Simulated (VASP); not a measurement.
# Hf7BO16 (a cell with a defect) in VASP: electric field gradients with PBE

Aim: the electric field gradients of Hf7BO16 (a cell with a defect) with PBE.

Program: VASP 6.6.1. These are calculated values, not measurements. Logs are shortened: lines on timing, memory, paths and dates and some standing lists are left out, and cuts for length are marked.

## 1. The cell of the first run

The cell holds a defect, 24 atoms: a = 7.234 Å, b = 7.234 Å, c = 7.234 Å, α = 60.00°, β = 60.00°, γ = 60.00°.

## 2. Electric field gradients, PBE, collinear spin, zero start

INCAR reads:

```
PREC = Accurate ; ENCUT = 520
EDIFF = 1E-8 ; ISMEAR = -1
SIGMA = 0.01 ; LREAL = Auto
LASPH = T ; NELM = 150
ALGO = Normal ; ISIF = 2
LWAVE = F ; LCHARG = F
ISPIN = 2 ; MAGMOM = 0 0 0 0 0 0 0 0 0 0 0 0 0 0 0 0 0 0 0 0 0 0 0 0
LORBIT = 11 ; LMAXMIX = 4
GGA = PE ; LEFG = T
NELECT = 170.0 ; NBANDS = 106
```

KPOINTS reads:

```
Automatic mesh
0
Gamma
  3 3 3
```

POSCAR reads:

```
Hf7BO16
1.0
    0.0000000000      5.1150000000      5.1150000000
    5.1150000000      0.0000000000      5.1150000000
    5.1150000000      5.1150000000      0.0000000000
B Hf O
1 7 16
Direct
    0.0000000000      0.0000000000      0.0000000000
    0.0000000000      0.0000000000      0.5000000000
    0.0000000000      0.5000000000      0.0000000000
    0.0000000000      0.5000000000      0.5000000000
    0.5000000000      0.0000000000      0.0000000000
    0.5000000000      0.0000000000      0.5000000000
    0.5000000000      0.5000000000      0.0000000000
    0.5000000000      0.5000000000      0.5000000000
    0.1250000000      0.1250000000      0.1250000000
    0.1250000000      0.1250000000      0.6250000000
    0.1250000000      0.6250000000      0.1250000000
    0.1250000000      0.6250000000      0.6250000000
    0.6250000000      0.1250000000      0.1250000000
    0.6250000000      0.1250000000      0.6250000000
    0.6250000000      0.6250000000      0.1250000000
    0.6250000000      0.6250000000      0.6250000000
    0.3750000000      0.3750000000      0.3750000000
    0.3750000000      0.3750000000      0.8750000000
    0.3750000000      0.8750000000      0.3750000000
    0.3750000000      0.8750000000      0.8750000000
    0.8750000000      0.3750000000      0.3750000000
    0.8750000000      0.3750000000      0.8750000000
    0.8750000000      0.8750000000      0.3750000000
    0.8750000000      0.8750000000      0.8750000000
```

Potentials or basis: VASP PAW PBE potentials, release 64 (B, Hf_pv, O).

Launch:

```
cat potpaw_PBE.64/B/POTCAR potpaw_PBE.64/Hf_pv/POTCAR potpaw_PBE.64/O/POTCAR > POTCAR
mpirun -np 1 vasp_std > vasp.out
```

OUTCAR:

```text
PREC = Accurate
   ENCUT = 520
   EDIFF = 1E-8
   ISMEAR = -1
   LREAL = Auto
   LASPH = T
   NELM = 150
   ISIF = 2
   ISPIN = 2
   LORBIT = 11
   GGA = PE
   NELECT = 170.0

 ion  position               nearest neighbor table
   1  0.000  0.000  0.000-
   2  0.000  0.000  0.500-   9 2.21  10 2.21  12 2.21  14 2.21  19 2.21  21 2.21  23 2.21  24 2.21
                             4 3.62   6 3.62   3 3.62   5 3.62   3 3.62   4 3.62   8 3.62   5 3.62
   3  0.000  0.500  0.000-   9 2.21  11 2.21  12 2.21  15 2.21  18 2.21  21 2.21  22 2.21  24 2.21
                             4 3.62   7 3.62   2 3.62   4 3.62   8 3.62   2 3.62   5 3.62   5 3.62
   4  0.000  0.500  0.500-  10 2.21  11 2.21  12 2.21  16 2.21  17 2.21  21 2.21  22 2.21  23 2.21
                             8 3.62   2 3.62   3 3.62   3 3.62   7 3.62   2 3.62   6 3.62   6 3.62
   5  0.500  0.000  0.000-   9 2.21  13 2.21  14 2.21  15 2.21  18 2.21  19 2.21  20 2.21  24 2.21
                             6 3.62   7 3.62   2 3.62   6 3.62   8 3.62   3 3.62   7 3.62   8 3.62
   6  0.500  0.000  0.500-  10 2.21  13 2.21  14 2.21  16 2.21  17 2.21  19 2.21  20 2.21  23 2.21
                             8 3.62   2 3.62   5 3.62   5 3.62   7 3.62   4 3.62   7 3.62   8 3.62
   7  0.500  0.500  0.000-  11 2.21  13 2.21  15 2.21  16 2.21  17 2.21  18 2.21  20 2.21  22 2.21
                             8 3.62   3 3.62   5 3.62   4 3.62   6 3.62   8 3.62   5 3.62   6 3.62
   8  0.500  0.500  0.500-  12 2.21  14 2.21  15 2.21  16 2.21  17 2.21  18 2.21  19 2.21  21 2.21
                             7 3.62   4 3.62   6 3.62   3 3.62   5 3.62   7 3.62   2 3.62   5 3.62
   9  0.125  0.125  0.125-   2 2.21   3 2.21   5 2.21
  10  0.125  0.125  0.625-   2 2.21   4 2.21   6 2.21
  11  0.125  0.625  0.125-   3 2.21   4 2.21   7 2.21
  12  0.125  0.625  0.625-   2 2.21   3 2.21   4 2.21   8 2.21
  13  0.625  0.125  0.125-   5 2.21   6 2.21   7 2.21
  14  0.625  0.125  0.625-   2 2.21   5 2.21   6 2.21   8 2.21
  15  0.625  0.625  0.125-   3 2.21   5 2.21   7 2.21   8 2.21
  16  0.625  0.625  0.625-   4 2.21   6 2.21   7 2.21   8 2.21
  17  0.375  0.375  0.375-   4 2.21   6 2.21   7 2.21   8 2.21
  18  0.375  0.375  0.875-   3 2.21   5 2.21   7 2.21   8 2.21
  19  0.375  0.875  0.375-   2 2.21   5 2.21   6 2.21   8 2.21
  20  0.375  0.875  0.875-   5 2.21   6 2.21   7 2.21
  21  0.875  0.375  0.375-   2 2.21   3 2.21   4 2.21   8 2.21
  22  0.875  0.375  0.875-   3 2.21   4 2.21   7 2.21
  23  0.875  0.875  0.375-   2 2.21   4 2.21   6 2.21
  24  0.875  0.875  0.875-   2 2.21   3 2.21   5 2.21

  LATTYP: Found a face centered cubic cell.
 ALAT       =    10.2300000000

  Lattice vectors:

 A1 = (   0.0000000000,   5.1150000000,   5.1150000000)
 A2 = (   5.1150000000,   0.0000000000,   5.1150000000)
 A3 = (   5.1150000000,   5.1150000000,   0.0000000000)

Analysis of symmetry for initial positions (statically):
=====================================================================
 Subroutine PRICEL returns:
 Original cell was already a primitive cell.

 Routine SETGRP: Setting up the symmetry group for a
 face centered cubic supercell.

 Subroutine GETGRP returns: Found 48 space group operations
 (whereof 48 operations were pure point group operations)
 out of a pool of 48 trial point group operations.

The static configuration has the point symmetry O_h .

Analysis of symmetry for dynamics (positions and initial velocities):
=====================================================================
 Subroutine PRICEL returns:
 Original cell was already a primitive cell.

 Routine SETGRP: Setting up the symmetry group for a
 face centered cubic supercell.

 Subroutine GETGRP returns: Found 48 space group operations
 (whereof 48 operations were pure point group operations)
 out of a pool of 48 trial point group operations.

The dynamic configuration has the point symmetry O_h .

Analysis of structural, dynamic, and magnetic symmetry:
=====================================================================
 Subroutine PRICEL returns:
 Original cell was already a primitive cell.

 Routine SETGRP: Setting up the symmetry group for a
 face centered cubic supercell.

 Subroutine GETGRP returns: Found 48 space group operations
 (whereof 48 operations were pure point group operations)
 out of a pool of 48 trial point group operations.

The overall configuration has the point symmetry O_h .

 Subroutine INISYM returns: Found 48 space group operations
 (whereof 48 operations are pure point group operations),
 and found     1 'primitive' translations

----------------------------------------------------------------------------------------

                                     Primitive cell

  volume of cell :     267.6498

[... 144 lines left out ...]
  volume of cell :      267.65
 maximum number of plane-waves:      7239
 NGX is ok and might be reduce to    54
   NGX = 27   NGY = 27   NGZ = 27

 number of electron     169.9999946 magnetization      -0.0000000

 number of electron     169.9999946 magnetization       0.0000000

 Free energy of the ion-electron system (eV)
  ---------------------------------------------------
  ext. energy  EPLUGINS =         0.00000000
  ---------------------------------------------------
  free energy    TOTEN  =      -220.39449476 eV

  energy without entropy =     -220.39449476  energy(sigma->0) =     -220.39449476

 E-fermi :   4.2129     XC(G=0): -11.5303

 val. band max:        3.9952678989   @ k =   0.0000   0.0000   0.0000
 cond. band min:       4.5230296231   @ k =   0.0000   0.0000   0.0000
 fundamental gap:      0.5277617242
 Fermi energy:         4.2129120911

 spin component 1

 k-point     1 :       0.0000    0.0000    0.0000
  band No.  band energies     occupation
      1     -26.7717      1.00000
      2     -26.7717      1.00000
      3     -26.7717      1.00000
      4     -26.5816      1.00000
      5     -26.4634      1.00000
      6     -26.4634      1.00000
[... 389 lines left out ...]
     96       8.2860      0.00000
     97       8.4233      0.00000
 Fermi energy:         4.2129120911

 spin component 2

 k-point     1 :       0.0000    0.0000    0.0000
  band No.  band energies     occupation
      1     -26.7717      1.00000
      2     -26.7717      1.00000
      3     -26.7717      1.00000
      4     -26.5816      1.00000
      5     -26.4634      1.00000
      6     -26.4634      1.00000
[... 389 lines left out ...]
     96       8.2860      0.00000
     97       8.4233      0.00000
 [bands above 97 left out]

------------------------ aborting loop because EDIFF is reached ----------------------------------------

  FORCE on cell =-STRESS in cart. coord.  units (eV):
  Direction    XX          YY          ZZ          XY          YZ          ZX
  --------------------------------------------------------------------------------------
  -------------------------------------------------------------------------------------
  Total       -8.3057546     -8.3057546     -8.3057546      0.0000000      0.0000000      0.0000000
  in kB      -49.7190437    -49.7190437    -49.7190437      0.0000000      0.0000000      0.0000000
  external PRESSURE =     -49.7190437 kB  Pullay stress =       0.0000000 kB

 VOLUME and BASIS-vectors are now :
 -----------------------------------------------------------------------------
  energy-cutoff  :      520.00
  volume of cell :      267.65
      direct lattice vectors                 reciprocal lattice vectors
     0.000000000  5.115000000  5.115000000    -0.097751711  0.097751711  0.097751711
     5.115000000  0.000000000  5.115000000     0.097751711 -0.097751711  0.097751711
     5.115000000  5.115000000  0.000000000     0.097751711  0.097751711 -0.097751711

 POSITION                                       TOTAL-FORCE (eV/Angst)
 -----------------------------------------------------------------------------------
      0.00000      0.00000      0.00000         0.000000      0.000000      0.000000
      2.55750      2.55750      0.00000         0.000000      0.000000      0.000000
      2.55750      0.00000      2.55750         0.000000      0.000000      0.000000
      5.11500      2.55750      2.55750         0.000000      0.000000      0.000000
      0.00000      2.55750      2.55750         0.000000      0.000000      0.000000
      2.55750      5.11500      2.55750         0.000000      0.000000      0.000000
[... 16 lines left out ...]
      6.39375      6.39375      8.95125        -0.139813     -0.139813      0.139813
      8.95125      8.95125      8.95125         0.139813      0.139813      0.139813
 -----------------------------------------------------------------------------------
    total drift:                                0.000000      0.000000      0.000000

  FREE ENERGIE OF THE ION-ELECTRON SYSTEM (eV)
  ---------------------------------------------------
  free  energy   TOTEN  =      -220.3944947557 eV

  energy  without entropy=     -220.3944947557  energy(sigma->0) =     -220.39449476

 Electric field gradients (V/A^2)
---------------------------------------------------------------------
 ion       V_xx      V_yy      V_zz      V_xy      V_xz      V_yz
---------------------------------------------------------------------
   1       0.000     0.000    -0.000     0.000     0.000     0.000
   2      -4.136    -4.136     8.272   -40.528    -0.000    -0.000
   3      -4.136     8.272    -4.136    -0.000   -40.528    -0.000
   4       8.272    -4.136    -4.136    -0.000    -0.000    40.527
   5       8.272    -4.136    -4.136    -0.000    -0.000   -40.528
   6      -4.136     8.272    -4.136    -0.000    40.527    -0.000
[... 16 lines left out ...]
  23      -0.000    -0.000     0.000    22.095   -22.090   -22.090
  24      -0.000     0.000    -0.000    22.095    22.095    22.095
---------------------------------------------------------------------

 Electric field gradients after diagonalization (V/A^2)
 (convention: |V_zz| > |V_xx| > |V_yy|)
----------------------------------------------------------------------
 ion       V_xx      V_yy      V_zz     asymmetry (V_yy - V_xx)/ V_zz
----------------------------------------------------------------------
   1      -0.000    -0.000     0.001       0.000
   2      36.392     8.272   -44.663       0.630
   3      36.392     8.272   -44.663       0.630
   4      36.391     8.272   -44.662       0.630
   5      36.392     8.272   -44.663       0.630
   6      36.391     8.272   -44.662       0.630
[... 16 lines left out ...]
  23     -22.095   -22.089    44.184       0.000
  24     -22.095   -22.095    44.189       0.000
----------------------------------------------------------------------

           NMR quadrupolar parameters

 Cq : quadrupolar parameter    Cq=e*Q*V_zz/h
 eta: asymmetry parameters     (V_yy - V_xx)/ V_zz
 Q  : nuclear electric quadrupole moment in mb (millibarn)
----------------------------------------------------------------------
 ion       Cq(MHz)       eta       Q (mb)
----------------------------------------------------------------------
   1       0.000       0.000       1.000
   2      -0.108       0.630       1.000
   3      -0.108       0.630       1.000
   4      -0.108       0.630       1.000
   5      -0.108       0.630       1.000
   6      -0.108       0.630       1.000
[... 16 lines left out ...]
  23       0.107       0.000       1.000
  24       0.107       0.000       1.000
----------------------------------------------------------------------

 total charge

# of ion       s       p       d       tot
------------------------------------------
    1        0.557   0.507   0.000   1.064
    2        0.291   6.554   1.351   8.196
    3        0.291   6.554   1.351   8.196
    4        0.291   6.554   1.351   8.196
    5        0.291   6.554   1.351   8.196
    6        0.291   6.554   1.351   8.196
[... 16 lines left out ...]
   23        1.569   3.467   0.000   5.036
   24        1.569   3.467   0.000   5.036
--------------------------------------------------
tot         27.632 102.458   9.465 139.556

 magnetization (x)

# of ion       s       p       d       tot
------------------------------------------
    1       -0.000  -0.000   0.000  -0.000
    2       -0.000  -0.000  -0.000  -0.000
    3       -0.000  -0.000  -0.000  -0.000
    4       -0.000  -0.000  -0.000  -0.000
    5       -0.000  -0.000  -0.000  -0.000
    6       -0.000  -0.000  -0.000  -0.000
[... 16 lines left out ...]
   23        0.000   0.000   0.000   0.000
   24        0.000   0.000   0.000   0.000
--------------------------------------------------
tot         -0.000   0.000  -0.000  -0.000
```

Wall time 16 min (1 thread of Intel Xeon Platinum 8259CL at 2.50GHz (Skylake/Cascade Lake), shared host); peak memory 0.6 GiB.

Results:

```
Free energy                                           : -220.3945 eV
Largest force                                         : 0.242 eV/Å
Net moment                                            : 0.00 μB per cell
Largest electric field gradient by atom               : B +0.0; Hf -44.7, -0.0 (each value once); O +44.2, +7.4 (each value once) V/Å²
Valence electrons inside the program's atomic spheres : B 1.06; Hf 8.20, 8.19 (each value once); O 5.04, 5.11 (each value once)
```

Forces in eV/Å, atoms in the order of the input:
```
B    0.000  0.000  0.000
Hf   0.000  0.000  0.000
Hf   0.000  0.000  0.000
Hf   0.000  0.000  0.000
Hf   0.000  0.000  0.000
Hf   0.000  0.000  0.000
Hf   0.000  0.000  0.000
Hf   0.000  0.000  0.000
O   -0.140 -0.140 -0.140
O    0.140  0.140 -0.140
O    0.140 -0.140  0.140
O   -0.083  0.083  0.083
O   -0.140  0.140  0.140
O    0.083 -0.083  0.083
O    0.083  0.083 -0.083
O   -0.083 -0.083 -0.083
O    0.083  0.083  0.083
O   -0.083 -0.083  0.083
O   -0.083  0.083 -0.083
O    0.140 -0.140 -0.140
O    0.083 -0.083 -0.083
O   -0.140  0.140 -0.140
O   -0.140 -0.140  0.140
O    0.140  0.140  0.140
```

Levels at points of the mesh, in eV from the Fermi level:
Spin up:
```
           k point  band 81  band 82  band 83  band 84  band 85  band 86  band 87  band 88  band 89  band 90
(0.00, 0.00, 0.00)    -1.04    -1.04    -0.45    -0.45    -0.22     0.31     3.18     3.18     3.29     3.29
```
Spin down:
```csv
k point,band 81,band 82,band 83,band 84,band 85,band 86,band 87,band 88,band 89,band 90
"(0.00, 0.00, 0.00)",-1.04,-1.04,-0.45,-0.45,-0.22,0.31,3.18,3.18,3.29,3.29
```

Electric field gradients, principal values (V/Å²):
```
atom    least   middle  greatest (by size)
 1 B    0.000    0.000               0.001
2 Hf    8.272   36.392             -44.663
3 Hf    8.272   36.392             -44.663
4 Hf    8.272   36.391             -44.662
5 Hf    8.272   36.392             -44.663
6 Hf    8.272   36.391             -44.662
7 Hf    8.272   36.391             -44.662
8 Hf    0.000    0.000              -0.001
 9 O  -22.095  -22.095              44.189
10 O  -22.089  -22.095              44.184
11 O  -22.089  -22.095              44.184
12 O   -3.708   -3.713               7.421
13 O  -22.089  -22.095              44.184
14 O   -3.708   -3.713               7.421
15 O   -3.708   -3.713               7.421
16 O   -3.713   -3.713               7.427
17 O   -3.713   -3.713               7.427
18 O   -3.708   -3.713               7.421
19 O   -3.708   -3.713               7.421
20 O  -22.089  -22.095              44.184
21 O   -3.708   -3.713               7.421
22 O  -22.089  -22.095              44.184
23 O  -22.089  -22.095              44.184
24 O  -22.095  -22.095              44.189
```

Caveat: the cell carries a net charge on a neutralising background, which shifts energy and pressure; the cell is charged against a uniform background, so pressure and absolute levels hang on convention; without QUAD_EFG the Cq values of the log hold for a quadrupole moment of 1 mb, not for the nuclei; spin-orbit coupling is left out, which moves the levels of the heavy elements.
